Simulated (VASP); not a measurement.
Na: single point with PBE

Na:

```xyz
1
Lattice="-2.0857 2.0857 2.1175 2.0857 -2.0857 2.1175 2.0857 2.0857 -2.1175" Properties=species:S:1:pos:R:3 pbc="T T T"
Na    0.0000    0.0000    0.0000
```

This cell differs from its parent crystal: strain -0.0150 x Voigt [1, 1, 0, 0, 0, 0].

```yaml
Program: VASP 6.6.1
Task: single point
Functional: PBE
Potentials_or_basis: VASP PAW PBE potentials, release 64 (Na_pv)
Cutoff: 520 eV
k_mesh: 16 × 16 × 16
Occupations: gaussian, width 0.15 eV
Spin: no spin polarisation
```

```json
{"Pressure": "0.0 GPa"}
```

Levels at points of the mesh, in eV from the Fermi level:
```csv
k point,band 1,band 2,band 3,band 4,band 5,band 6,band 7
"(0.00, 0.00, 0.00)",-24.90,-24.90,-24.90,-3.29,11.70,11.70,11.92
"(0.50, 0.00, 0.00)",-24.94,-24.91,-24.90,0.74,1.20,8.29,9.26
"(0.50, 0.50, 0.00)",-24.94,-24.91,-24.90,0.80,1.27,8.10,9.07
"(0.50, 0.50, 0.50)",-24.93,-24.92,-24.92,4.46,4.59,4.74,5.00
```

Wall time 31 s on 1 thread of Intel(R) Xeon(R) 6975P-C (Granite Rapids), on a shared host, peak memory 0.22 GiB.

Caveat: the cell differs from its parent crystal (strain -0.0150 x Voigt [1, 1, 0, 0, 0, 0]).
